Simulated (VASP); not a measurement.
# BiRu (rocksalt type) (Fm-3m) in VASP: further runs

BiRu (rocksalt type) is run at these levels: PBE; tasks: electric field gradients.

Program: VASP 6.6.1. These are calculated values, not measurements. Logs are shortened: lines on timing, memory, paths and dates and some standing lists are left out, and cuts for length are marked.

## 1. The cell of the first run

Symmetry: Fm-3m, No. 225, cubic system. Conventional cell: a = 5.437 Å, b = 5.437 Å, c = 5.437 Å, α = 90.00°, β = 90.00°, γ = 90.00°. Ru (site symmetry m-3m) has 6 Bi at 2.72 Å within 3.6 Å. Within 3.6 Å of Bi (site symmetry m-3m) lie 6 Ru at 2.72 Å.

## 2. Electric field gradients, PBE (volume scaled by 0.9405)

INCAR

```
SYSTEM = BiRu
ALGO = Normal
EDIFF = 1E-8
ENCUT = 520
GGA = PE
ISIF = 2
ISMEAR = -1
LASPH = .True.
LCHARG = .False.
LEFG = .True.
LREAL = .False.
LWAVE = .False.
NBANDS = 22
NELM = 100
PREC = Accurate
SIGMA = 0.05
```

KPOINTS

```
k-points
0
Gamma
  10 10 10
  0 0 0
```

POSCAR

```
BiRu
1.0
    0.0000000000      2.7185795614      2.7185795614
    2.7185795614      0.0000000000      2.7185795614
    2.7185795614      2.7185795614      0.0000000000
Ru Bi
1 1
Direct
    0.0000000000      0.0000000000      0.0000000000
    0.5000000000      0.5000000000      0.5000000000
```

Potentials or basis: VASP PAW PBE potentials, release 64 (Ru_pv, Bi_d).

The run is started by

```console
> cat potpaw_PBE.64/Ru_pv/POTCAR potpaw_PBE.64/Bi_d/POTCAR > POTCAR
> mpirun -np 1 vasp_std > vasp.out
```

OUTCAR:

```text
SYSTEM = BiRu
   EDIFF = 1E-8
   ENCUT = 520
   GGA = PE
   ISIF = 2
   ISMEAR = -1
   LASPH = .True.
   LREAL = .False.
   NELM = 100
   PREC = Accurate

 ion  position               nearest neighbor table
   1  0.000  0.000  0.000-   2 2.72   2 2.72   2 2.72   2 2.72   2 2.72   2 2.72
   2  0.500  0.500  0.500-   1 2.72   1 2.72   1 2.72   1 2.72   1 2.72   1 2.72

  LATTYP: Found a face centered cubic cell.
 ALAT       =     5.4371591228

  Lattice vectors:

 A1 = (   0.0000000000,   2.7185795614,   2.7185795614)
 A2 = (   2.7185795614,   0.0000000000,   2.7185795614)
 A3 = (   2.7185795614,   2.7185795614,   0.0000000000)

Analysis of symmetry for initial positions (statically):
=====================================================================
 Subroutine PRICEL returns:
 Original cell was already a primitive cell.

 Routine SETGRP: Setting up the symmetry group for a
 face centered cubic supercell.

 Subroutine GETGRP returns: Found 48 space group operations
 (whereof 48 operations were pure point group operations)
 out of a pool of 48 trial point group operations.

The static configuration has the point symmetry O_h .

Analysis of symmetry for dynamics (positions and initial velocities):
=====================================================================
 Subroutine PRICEL returns:
 Original cell was already a primitive cell.

 Routine SETGRP: Setting up the symmetry group for a
 face centered cubic supercell.

 Subroutine GETGRP returns: Found 48 space group operations
 (whereof 48 operations were pure point group operations)
 out of a pool of 48 trial point group operations.

The dynamic configuration has the point symmetry O_h .

 Subroutine INISYM returns: Found 48 space group operations
 (whereof 48 operations are pure point group operations),
 and found     1 'primitive' translations

----------------------------------------------------------------------------------------

                                     Primitive cell

  volume of cell :      40.1843

  direct lattice vectors                    reciprocal lattice vectors
     0.000000000  2.718579561  2.718579561    -0.183919576  0.183919576  0.183919576
     2.718579561  0.000000000  2.718579561     0.183919576 -0.183919576  0.183919576
     2.718579561  2.718579561  0.000000000     0.183919576  0.183919576 -0.183919576

  length of vectors
     3.844652086  3.844652086  3.844652086     0.318558050  0.318558050  0.318558050

  position of ions in fractional coordinates (direct lattice)
     0.000000000  0.000000000  0.000000000
     0.500000000  0.500000000  0.500000000

  ion indices of the primitive-cell ions
   primitive index   ion index
                 1           1
                 2           2

----------------------------------------------------------------------------------------

 KPOINTS: k-points

Automatic generation of k-mesh.
 Grid dimensions read from file:
 generate k-points for:   10   10   10

 Generating k-lattice:

  Cartesian coordinates                     Fractional coordinates (reciprocal lattice)
    -0.018391958  0.018391958  0.018391958     0.100000000  0.000000000  0.000000000
     0.018391958 -0.018391958  0.018391958     0.000000000  0.100000000  0.000000000
     0.018391958  0.018391958 -0.018391958     0.000000000  0.000000000  0.100000000

  Length of vectors
     0.031855805  0.031855805  0.031855805

  Shift w.r.t. Gamma in fractional coordinates (k-lattice)
     0.000000000  0.000000000  0.000000000

 Subroutine IBZKPT returns following result:
 ===========================================

 Found     47 irreducible k-points:

 Following reciprocal coordinates:
            Coordinates               Weight
  0.000000  0.000000  0.000000      1.000000
  0.100000  0.000000  0.000000      8.000000
  0.200000  0.000000  0.000000      8.000000
  0.300000  0.000000  0.000000      8.000000
  0.400000  0.000000  0.000000      8.000000
  0.500000  0.000000  0.000000      4.000000
[... 16 lines left out ...]
  0.300000  0.300000  0.000000      6.000000
  0.400000  0.300000  0.000000     24.000000
 [... further k-points ...]
   k-points           NKPTS =     47   k-points in BZ     NKDIM =     47   number of bands    NBANDS=     22
   number of dos      NEDOS =    301   number of ions     NIONS =      2
   total plane-waves  NPLWV =  27000
   dimension x,y,z NGX =    30 NGY =   30 NGZ =   30
   dimension x,y,z NGXF=    60 NGYF=   60 NGZF=   60
   ions per type =               1   1
   NGX,Y,Z   is equivalent  to a cutoff of  12.97, 12.97, 12.97 a.u.
   NGXF,Y,Z  is equivalent  to a cutoff of  25.94, 25.94, 25.94 a.u.
 SYSTEM =  BiRu
   PREC   = accura    normal or accurate (medium, high low for compatibility)
   ISTART =      0    job   : 0-new  1-cont  2-samecut
   ICHARG =      2    charge: 1-file 2-atom 10-const
   ISPIN  =      1    spin polarized calculation?
   LNONCOLLINEAR =      F non collinear calculations
   LSORBIT =      F    spin-orbit coupling
   LASPH  =      T    aspherical Exc in radial PAW
   ENCUT  =  520.0 eV  38.22 Ry    6.18 a.u.   7.15  7.15  7.15*2*pi/ulx,y,z
   NELM   =    100;   NELMIN=  2; NELMDL= -5     # of ELM steps
   EDIFF  = 0.1E-07   stopping-criterion for ELM
   LREAL  =      F    real-space projection
   EDIFFG = 0.1E-06   stopping-criterion for IOM
   NSW    =      0    number of steps for IOM
   IBRION =     -1    ionic relax: 0-MD 1-quasi-New 2-CG
   NFREE  =      0    steps in history (QN), initial steepest desc. (CG)
   ISIF   =      2    stress and relaxation
   ISYM   =      2    0-nonsym 1-usesym 2-fastsym
   POTIM  = 0.5000    time-step for ionic-motion
   TEBEG  =    0.0;   TEEND  =   0.0 temperature during run
   PSTRESS=    0.0 pullay stress
   NELECT =      29.0000    total number of electrons
   NUPDOWN=      -1.0000    fix difference up-down
   EMIN   =  10.00;   EMAX   =-10.00  energy-range for DOS
   EFERMI =   0.00;   METHOD = LEGACY
   ISMEAR =    -1;   SIGMA  =   0.05  broadening in eV -4-tet -1-fermi 0-gaus
   EFERMI_NEDOS =   21; number of points for ismear=-14 and -15
   IALGO  =     38    algorithm
   IMIX   =      4    mixing-type and parameters
     AMIX     =   0.40;   BMIX     =  1.00
     AMIX_MAG =   1.60;   BMIX_MAG =  1.00
  volume/ion in A,a.u.               =      20.09       135.59
  Fermi-wavevector in a.u.,A,eV,Ry     =   1.468437  2.774944 29.338359  2.156309
  Thomas-Fermi vector in A             =   2.583935
   LORBIT       =      0    0 simple, 1 ext, 2 COOP (PROOUT), +10 PAW based schemes
   GGA     = PE    functional components
   LHFCALC =     F    Hartree Fock is set to
   AEXX    =    0.0000 exact exchange contribution
   IVDW    =     0    specifies the selected vdW correction
   LEPSILON=     F    determine dielectric tensor
   LRPA    =     F    only Hartree local field effects (RPA)
 non-spin polarized calculation
  energy-cutoff  :      520.00
  volume of cell :       40.18
 maximum number of plane-waves:      1106
 NGX is ok and might be reduce to    30
   NGX = 15   NGY = 15   NGZ = 15

 number of electron      28.9999997 magnetization

 Free energy of the ion-electron system (eV)
  ---------------------------------------------------
  ext. energy  EPLUGINS =         0.00000000
  ---------------------------------------------------
  free energy    TOTEN  =       -11.55209302 eV

  energy without entropy =      -11.53537439  energy(sigma->0) =      -11.54373371

 E-fermi :  10.4805     XC(G=0): -12.0396

 val. band max:       10.4303569089   @ k =  -0.3000   0.1000   0.0000
 cond. band min:      10.4849739418   @ k =  -0.3000   0.3000   0.1000
 fundamental gap:      0.0546170329
 Fermi energy:        10.4805273146

 k-point     1 :       0.0000    0.0000    0.0000
  band No.  band energies     occupation
      1     -31.4005      2.00000
      2     -31.4005      2.00000
      3     -31.4005      2.00000
      4     -12.5133      2.00000
      5     -12.5133      2.00000
      6     -12.4291      2.00000
[... 14 lines left out ...]
     21      22.0465      0.00000
     22      22.0465      0.00000

 k-point     2 :       0.1000    0.0000    0.0000
  band No.  band energies     occupation
      1     -31.4031      2.00000
      2     -31.4012      2.00000
      3     -31.4012      2.00000
      4     -12.5074      2.00000
      5     -12.5074      2.00000
      6     -12.4270      2.00000
[... 14 lines left out ...]
     21      21.4277      0.00000
     22      21.4277      0.00000

 k-point     3 :       0.2000    0.0000    0.0000
  band No.  band energies     occupation
      1     -31.4101      2.00000
      2     -31.4032      2.00000
      3     -31.4032      2.00000
      4     -12.4924      2.00000
      5     -12.4924      2.00000
      6     -12.4216      2.00000
[... 14 lines left out ...]
     21      20.3383      0.00000
     22      21.3283      0.00000

 k-point     4 :       0.3000    0.0000    0.0000
  band No.  band energies     occupation
      1     -31.4186      2.00000
      2     -31.4057      2.00000
      3     -31.4057      2.00000
      4     -12.4755      2.00000
      5     -12.4755      2.00000
      6     -12.4150      2.00000
[... 14 lines left out ...]
     21      20.4793      0.00000
     22      22.5660      0.00000

 k-point     5 :       0.4000    0.0000    0.0000
  band No.  band energies     occupation
      1     -31.4255      2.00000
      2     -31.4077      2.00000
      3     -31.4077      2.00000
      4     -12.4631      2.00000
      5     -12.4631      2.00000
      6     -12.4097      2.00000
[... 417 lines left out ...]
 k-point    22 :      -0.2000    0.2000    0.0000
  band No.  band energies     occupation
      1     -31.4185      2.00000
      2     -31.4075      2.00000
      3     -31.4066      2.00000
      4     -12.4902      2.00000
      5     -12.4595      2.00000
      6     -12.4129      2.00000
[... 14 lines left out ...]
     21      21.7135      0.00000
     22      22.6612      0.00000

 k-point    23 :       0.3000    0.3000    0.0000
  band No.  band energies     occupation
      1     -31.4188      2.00000
      2     -31.4067      2.00000
      3     -31.4067      2.00000
      4     -12.4887      2.00000
      5     -12.4864      2.00000
      6     -12.4522      2.00000
[... 14 lines left out ...]
     21      22.5184      0.00000
     22      23.1208      0.00000

 k-point    24 :       0.4000    0.3000    0.0000
  band No.  band energies     occupation
      1     -31.4209      2.00000
      2     -31.4089      2.00000
      3     -31.4081      2.00000
      4     -12.4926      2.00000
      5     -12.4800      2.00000
      6     -12.4511      2.00000
[... 14 lines left out ...]
     21      22.7117      0.00000
     22      23.1209      0.00000

 [... further k-points ...]
[... 5 lines left out ...]
  --------------------------------------------------------------------------------------
  -------------------------------------------------------------------------------------
  Total        2.0605625      2.0605625      2.0605625      0.0000000      0.0000000     -0.0000000
  in kB       82.1561794     82.1561794     82.1561794      0.0000000      0.0000000     -0.0000000
  external PRESSURE =      82.1561794 kB  Pullay stress =       0.0000000 kB

 VOLUME and BASIS-vectors are now :
 -----------------------------------------------------------------------------
  energy-cutoff  :      520.00
  volume of cell :       40.18
      direct lattice vectors                 reciprocal lattice vectors
     0.000000000  2.718579561  2.718579561    -0.183919576  0.183919576  0.183919576
     2.718579561  0.000000000  2.718579561     0.183919576 -0.183919576  0.183919576
     2.718579561  2.718579561  0.000000000     0.183919576  0.183919576 -0.183919576

 POSITION                                       TOTAL-FORCE (eV/Angst)
 -----------------------------------------------------------------------------------
      0.00000      0.00000      0.00000        -0.000000     -0.000000     -0.000000
      2.71858      2.71858      2.71858         0.000000      0.000000      0.000000
 -----------------------------------------------------------------------------------
    total drift:                                0.000000      0.000000      0.000000

  FREE ENERGIE OF THE ION-ELECTRON SYSTEM (eV)
  ---------------------------------------------------
  free  energy   TOTEN  =       -11.5520930227 eV

  energy  without entropy=      -11.5353743946  energy(sigma->0) =      -11.54373371

 Electric field gradients (V/A^2)
---------------------------------------------------------------------
 ion       V_xx      V_yy      V_zz      V_xy      V_xz      V_yz
---------------------------------------------------------------------
   1       0.000    -0.000    -0.000    -0.000    -0.000    -0.000
   2       0.000    -0.000    -0.000     0.001     0.001     0.001
---------------------------------------------------------------------

 Electric field gradients after diagonalization (V/A^2)
 (convention: |V_zz| > |V_xx| > |V_yy|)
----------------------------------------------------------------------
 ion       V_xx      V_yy      V_zz     asymmetry (V_yy - V_xx)/ V_zz
----------------------------------------------------------------------
   1       0.000     0.000    -0.000       0.000
   2      -0.001    -0.001     0.002       0.000
----------------------------------------------------------------------

           NMR quadrupolar parameters

 Cq : quadrupolar parameter    Cq=e*Q*V_zz/h
 eta: asymmetry parameters     (V_yy - V_xx)/ V_zz
 Q  : nuclear electric quadrupole moment in mb (millibarn)
----------------------------------------------------------------------
 ion       Cq(MHz)       eta       Q (mb)
----------------------------------------------------------------------
   1      -0.000       0.000       1.000
   2       0.000       0.000       1.000
----------------------------------------------------------------------
```

Run time: 28 s. Hardware: 1 thread of Intel Xeon Platinum 8488C (Sapphire Rapids), shared host; peak memory 0.19 GiB.

What came out:

| Property | Result |
| --- | --- |
| Free energy | -11.5521 eV |
| Pressure | 8.2 GPa |

Caveat: without QUAD_EFG the Cq values of the log hold for a quadrupole moment of 1 mb, not for the nuclei; spin-orbit coupling is left out, which moves the levels of the heavy elements.

## 3. Electric field gradients, PBE (volume scaled by 0.97)

INCAR

```
SYSTEM = BiRu
ALGO = Normal
EDIFF = 1E-8
ENCUT = 520
GGA = PE
ISIF = 2
ISMEAR = -1
LASPH = .TRUE.
LCHARG = .FALSE.
LEFG = .TRUE.
LREAL = .FALSE.
LWAVE = .FALSE.
NBANDS = 22
NELM = 80
PREC = Accurate
SIGMA = 0.05
```

KPOINTS

```
k-points
0
G
  10 10 10
  0 0 0
```

POSCAR

```
BiRu
1.0
    0.0000000000      2.7467113722      2.7467113722
    2.7467113722      0.0000000000      2.7467113722
    2.7467113722      2.7467113722      0.0000000000
Ru Bi
1 1
Direct
    0.0000000000      0.0000000000      0.0000000000
    0.5000000000      0.5000000000      0.5000000000
```

Potentials or basis: VASP PAW PBE potentials, release 64 (Ru_pv, Bi_d).

The run is started by

```console
> cat potpaw_PBE.64/Ru_pv/POTCAR potpaw_PBE.64/Bi_d/POTCAR > POTCAR
> mpirun -np 1 vasp_std > vasp.out
```

OUTCAR:

```text
SYSTEM = BiRu
   EDIFF = 1E-8
   ENCUT = 520
   GGA = PE
   ISIF = 2
   ISMEAR = -1
   LASPH = .TRUE.
   LREAL = .FALSE.
   NELM = 80
   PREC = Accurate

 ion  position               nearest neighbor table
   1  0.000  0.000  0.000-   2 2.75   2 2.75   2 2.75   2 2.75   2 2.75   2 2.75
   2  0.500  0.500  0.500-   1 2.75   1 2.75   1 2.75   1 2.75   1 2.75   1 2.75

  LATTYP: Found a face centered cubic cell.
 ALAT       =     5.4934227444

  Lattice vectors:

 A1 = (   0.0000000000,   2.7467113722,   2.7467113722)
[... 813 lines left out ...]
  ---------------------------------------------------
  free  energy   TOTEN  =       -11.5996771997 eV

  energy  without entropy=      -11.5813727137  energy(sigma->0) =      -11.59052496

 Electric field gradients (V/A^2)
---------------------------------------------------------------------
 ion       V_xx      V_yy      V_zz      V_xy      V_xz      V_yz
---------------------------------------------------------------------
   1      -0.000     0.000     0.000     0.001     0.001     0.001
   2      -0.000    -0.000     0.000     0.002     0.002     0.002
---------------------------------------------------------------------

 Electric field gradients after diagonalization (V/A^2)
 (convention: |V_zz| > |V_xx| > |V_yy|)
----------------------------------------------------------------------
 ion       V_xx      V_yy      V_zz     asymmetry (V_yy - V_xx)/ V_zz
----------------------------------------------------------------------
   1      -0.001    -0.001     0.001       0.000
   2      -0.002    -0.002     0.003       0.000
----------------------------------------------------------------------

           NMR quadrupolar parameters

 Cq : quadrupolar parameter    Cq=e*Q*V_zz/h
 eta: asymmetry parameters     (V_yy - V_xx)/ V_zz
 Q  : nuclear electric quadrupole moment in mb (millibarn)
----------------------------------------------------------------------
 ion       Cq(MHz)       eta       Q (mb)
----------------------------------------------------------------------
   1       0.000       0.000       1.000
   2       0.000       0.000       1.000
----------------------------------------------------------------------
```

Wall time 30 s (1 thread of Intel Xeon Platinum 8488C (Sapphire Rapids), shared host); peak memory 0.19 GiB.

Results:

```
Free energy : -11.5997 eV
Pressure    : 3.8 GPa
```

Levels at points of the mesh, in eV from the Fermi level:
```
           k point  band 12  band 13  band 14  band 15  band 16  band 17
(0.00, 0.00, 0.00)    -1.59    -1.24    -1.24     2.14     2.14     2.14
(0.50, 0.00, 0.00)    -3.47    -0.84    -0.84    -0.17     4.49     5.92
(0.50, 0.50, 0.00)    -0.87    -0.87    -0.84    -0.42    -0.42     0.72
```

Caveat: without QUAD_EFG the Cq values of the log hold for a quadrupole moment of 1 mb, not for the nuclei; spin-orbit coupling is left out, which moves the levels of the heavy elements.

[end of part 1 of 2]
